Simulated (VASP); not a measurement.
Input of a VASP 6.6.1 run:

INCAR

```
SYSTEM = WS3
  PREC = Accurate
  ENCUT = 520
  EDIFF = 1E-6
  ISMEAR = 0
  SIGMA = 0.1
  LREAL = .FALSE.
  LASPH = .TRUE.
  NELM = 100
  ALGO = Fast
  ISIF = 2
  LWAVE = .FALSE.
  LCHARG = .FALSE.
  GGA = PE
  NBANDS = 42
```

File KPOINTS:

```
regular mesh
0
G
  6 6 6
  0 0 0
```

The input POSCAR:

```
WS3
1.0
    6.3675332370      0.0000000000      0.0000000000
    0.0000000000      6.3675332370      0.0000000000
    0.0000000000      0.0000000000      6.6116163533
W S
2 6
Direct
    0.5000000000      0.0000000000      0.9111335326
    0.0000000000      0.5000000000      0.0888664674
    0.2500000000      0.7500000000      0.0000000000
    0.7500000000      0.7500000000      0.0000000000
    0.7500000000      0.2500000000      0.0000000000
    0.2500000000      0.2500000000      0.0000000000
    0.5000000000      0.0000000000      0.5893291130
    0.0000000000      0.5000000000      0.4106708870
```

Potentials or basis: VASP PAW PBE potentials, release 64 (W_sv, S).

The run is started by

```bash
$ cat potpaw_PBE.64/W_sv/POTCAR potpaw_PBE.64/S/POTCAR > POTCAR
$ mpirun -np 1 vasp_std > vasp.out
```

Question: Predict the pressure.

Answer: 0.0 GPa.

Question: Predict the band gap on the k mesh.

Answer: Zero (filled and empty bands touch).

Forces in eV/Å, atoms in the order of the input:
```
W    0.000  0.000 -0.009
W    0.000  0.000  0.009
S    0.000  0.000  0.000
S    0.000  0.000  0.000
S    0.000  0.000  0.000
S    0.000  0.000  0.000
S    0.000  0.000  0.016
S    0.000  0.000 -0.016
```

Caveat: spin-orbit coupling is left out, which moves the levels of the heavy elements.
